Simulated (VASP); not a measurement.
A run of VASP 6.6.1 is set up as follows.

INCAR

```
PREC = Accurate
ENCUT = 520
EDIFF = 1E-6
ISMEAR = 0
SIGMA = 0.1
LREAL = F
LASPH = T
NELM = 80
ALGO = Normal
ISIF = 2
LWAVE = F
LCHARG = F
GGA = PE
NBANDS = 16
```

The input KPOINTS:

```
Automatic mesh
0
Gamma
  6 6 4
```

POSCAR

```
Al2Cu
1.0
    2.8664976000      0.0000000000      0.0000000000
   -1.4332488000      2.4824598000      0.0000000000
    0.0000000000      0.0000000000      6.2270223000
Al Cu
2 1
Direct
    0.3333333000      0.6666667000      0.1840140000
    0.6666667000      0.3333333000      0.8159860000
    0.0000000000      0.0000000000      0.5000000000
```

Potentials or basis: VASP PAW PBE potentials, release 64 (Al, Cu).

Run with:

```bash
$ cat potpaw_PBE.64/Al/POTCAR potpaw_PBE.64/Cu/POTCAR > POTCAR
$ mpirun -np 1 vasp_std > vasp.out
```

Task: What does it give for the pressure?

Result: -0.1 GPa.

Task: What does it give for the largest force?

Result: 0.033 eV/Å.

Stress tensor (GPa, compression positive):
```
-2.06  0.00  0.00
 0.00 -2.06  0.00
 0.00  0.00  3.69
```

Caveat: the k points lie up to 0.42 Å⁻¹ apart.
